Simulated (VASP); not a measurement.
Runs of VASP 6.6.1 on NaH. It takes space group Fm-3m (No. 225, cubic). The conventional cell has a = 4.795 Å, b = 4.795 Å, c = 4.795 Å, α = 90.00°, β = 90.00°, γ = 90.00°. Na (site symmetry m-3m) has 6 H at 2.40 Å within 3.2 Å. H (site symmetry m-3m) has 6 Na at 2.40 Å within 3.2 Å. 

```tsv
level	k mesh	grid for exact exchange (PRECFOCK)	share of exact exchange	screening parameter	gap on the mesh (eV)	pressure (GPa)
PBE	10 × 10 × 10	-	-	-	3.82	0.5
PBE0	6 × 6 × 6	Normal	0.25	-	5.63	0.2
HSE06	6 × 6 × 6	Normal	0.25	0.2079 1/Å	4.89	0.2
PBE	6 × 6 × 6	-	-	-	3.85	0.5
r2SCAN	6 × 6 × 6	-	-	-	(a)	(b)
```

Alike in all rows: task single point; potentials or basis VASP PAW PBE potentials, release 64 (Na_pv, H); no spin polarisation; cell as given; cutoff (eV) 520; smearing gaussian 0.01 eV.

Task: Fill in the values left out.

Result: (a) 4.46; (b) -0.3.

Caveats: the PAW data sets were made with another functional, which shifts forces and pressure a little (at least some runs).

A k mesh can miss the band edges.
